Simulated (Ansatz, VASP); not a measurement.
## TiAl4Ni3 in VASP and in Ansatz

INCAR

```
SYSTEM = TiAl4Ni3
PREC = Accurate
ENCUT = 520
EDIFF = 1E-7
ISMEAR = 0
SIGMA = 0.1
LREAL = .False.
LASPH = .True.
NELM = 150
ALGO = Normal
ISIF = 2
LWAVE = .False.
LCHARG = .False.
ISPIN = 2
MAGMOM = 0 0 0 0 0 2 -2 -2
LORBIT = 11
LMAXMIX = 4
GGA = PE
NBANDS = 41
```

KPOINTS

```
regular mesh
0
Gamma
  4 4 4
  0 0 0
```

POSCAR

```
TiAl4Ni3
1.0
    4.2280656900      0.0000000000      0.0000000000
    0.0000000000      4.2280656900      0.0000000000
    0.0000000000      0.0000000000      5.9793878400
Ti Al Ni
1 4 3
Direct
    0.5000000000      0.5000000000      0.5000000000
    0.5000000000      0.0000000000      0.7500000000
    0.0000000000      0.5000000000      0.7500000000
    0.5000000000      0.0000000000      0.2500000000
    0.0000000000      0.5000000000      0.2500000000
    0.0000000000      0.0000000000      0.0000000000
    0.5000000000      0.5000000000      0.0000000000
    0.0000000000      0.0000000000      0.5000000000
```

Input for Ansatz:

```yaml
crystal:
  lattice:
    - [4.22806569, 0.0, 0.0]
    - [0.0, 4.22806569, 0.0]
    - [0.0, 0.0, 5.97938784]
  atoms:
    - { symbol: Ti, position: [0.5, 0.5, 0.5] }
    - { symbol: Al, position: [0.5, 0.0, 0.75] }
    - { symbol: Al, position: [0.0, 0.5, 0.75] }
    - { symbol: Al, position: [0.5, 0.0, 0.25] }
    - { symbol: Al, position: [0.0, 0.5, 0.25] }
    - { symbol: Ni, position: [0.0, 0.0, 0.0], spin: 2.0 }
    - { symbol: Ni, position: [0.5, 0.5, 0.0], spin: -2.0 }
    - { symbol: Ni, position: [0.0, 0.0, 0.5], spin: -2.0 }
basis:
  ecutwfc: 420
kpoints:
  mp_grid: { grid: [4, 4, 4] }
hamiltonian:
  xc: pbe
scf:
  occupations: { method: gaussian, width: 0.1 }
  lower_state_search: "off"
output:
  forces: true
  stress: true
  eigenvalues: true
  populations: true
magnetization:
  spin_polarized: true
```

Alike in both runs: task single point; functional PBE; k mesh 4 × 4 × 4; occupations gaussian, width 0.1 eV; collinear spin.

```csv
,VASP,Ansatz
version,VASP 6.6.1,Ansatz 0.2.0
potentials or method,"VASP PAW PBE potentials, release 64 (Ti_sv, Al, Ni), cutoff 520 eV","scalar-relativistic, plane waves, PAW"
valence electrons in the cell,54,78
```

Ansatz gave:

- gap on the k mesh at the Fermi level (eV): none
- pressure (GPa): -1.6
- traceless stress, the component that is largest in VASP (GPa): 3.96
- rms of the force components (eV/Å): 0.531
- net moment per atom (μB): 0.09
- size of the moment on the site where the two differ most (μB): 0.12

Problem. Which values does VASP return?

Solution. gap on the k mesh at the Fermi level (eV): none; pressure (GPa): -1.5; traceless stress, the component that is largest in VASP (GPa): 3.95; rms of the force components (eV/Å): 0.528; net moment per atom (μB): 0.08; size of the moment on the site where the two differ most (μB): 0.10.

Site moments also hang on the region over which each program counts them. Atom by atom the forces differ by 0.003 eV/Å (rms over components). A gap of «none» marks a metal or a gap that the smearing closes. VASP's potentials hold 54 valence electrons a cell and Ansatz's 78, so a difference there can come from the potentials and not from the codes.

The k mesh is coarse, so the values compare programs but aren't converged.
